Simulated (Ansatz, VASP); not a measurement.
NaCl in VASP and in Ansatz

File POSCAR:

```
NaCl
1.0
    0.0000000000      2.7940632177      2.7940632177
    2.7940632177      0.0000000000      2.7940632177
    2.7940632177      2.7940632177      0.0000000000
Cl Na
1 1
Direct
    0.5000000000      0.5000000000      0.5000000000
    0.0000000000      0.0000000000      0.0000000000
```

Contents of INCAR.step1:

```
SYSTEM = NaCl
  ALGO = Normal
  EDIFF = 1E-5
  ENCUT = 400
  GGA = PE
  GGA_COMPAT = .False.
  ISIF = 2
  ISMEAR = 0
  LASPH = .True.
  LREAL = .False.
  LWAVE = .True.
  NBANDS = 14
  NELM = 120
  PREC = Accurate
  SIGMA = 0.01
```

File INCAR.step2:

```
SYSTEM = NaCl
  ALGO = Normal
  EDIFF = 1E-6
  ENCUT = 400
  GGA = PE
  GGA_COMPAT = .False.
  HFSCREEN = 0.2079
  ISIF = 2
  ISMEAR = 0
  ISTART = 1
  LASPH = .True.
  LCHARG = .True.
  LELF = .True.
  LHFCALC = .True.
  LREAL = .False.
  LVHAR = .True.
  LWAVE = .False.
  NBANDS = 14
  NELM = 120
  PREC = Accurate
  PRECFOCK = Normal
  SIGMA = 0.01
```

File KPOINTS:

```
k-points
0
Gamma
  6 6 6
  0 0 0
```

File input:

```
crystal:
  lattice:
    - [0.0, 2.7940632177, 2.7940632177]
    - [2.7940632177, 0.0, 2.7940632177]
    - [2.7940632177, 2.7940632177, 0.0]
  atoms:
    - { symbol: Cl, position: [0.5, 0.5, 0.5] }
    - { symbol: Na, position: [0.0, 0.0, 0.0] }
kpoints:
  mp_grid: { grid: [6, 6, 6] }
  band_path:
    path:
      - [0.0, 0.0, 0.0]
      - [0.5, 0.0, 0.5]
      - [0.625, 0.25, 0.625]
      - [0.375, 0.375, 0.75]
      - [0.5, 0.5, 0.5]
      - [0.5, 0.25, 0.75]
    npoints: 1
hamiltonian:
  xc: hse06
scf:
  occupations: { method: fixed }
  n_extra_bands: 4
output:
  forces: true
  stress: true
  eigenvalues: true
```

Alike in both runs: functional HSE06; k mesh 6 × 6 × 6; no spin polarisation.

|  | VASP | Ansatz |
| --- | --- | --- |
| version | VASP 6.6.1 | Ansatz 0.2.0 |
| potentials or method | VASP PAW PBE potentials, release 64 (Cl, Na_pv) | Ansatz PAW |
| plane-wave cutoff (eV) | 400 | 420 |
| occupations | gaussian, width 0.01 eV | fixed |
| valence electrons in the cell | 14 | 16 |
| task | single point | band structure |

```csv
,VASP,Ansatz,Ansatz less VASP
gap on the k mesh at the Fermi level (eV),6.59,6.60,+0.012
least direct gap on the mesh (eV),6.59,6.60,+0.012
pressure (GPa),0.8,0.9,+0.14
```

VASP's potentials hold 14 valence electrons a cell and Ansatz's 16, so a difference there can come from the potentials and not from the codes.
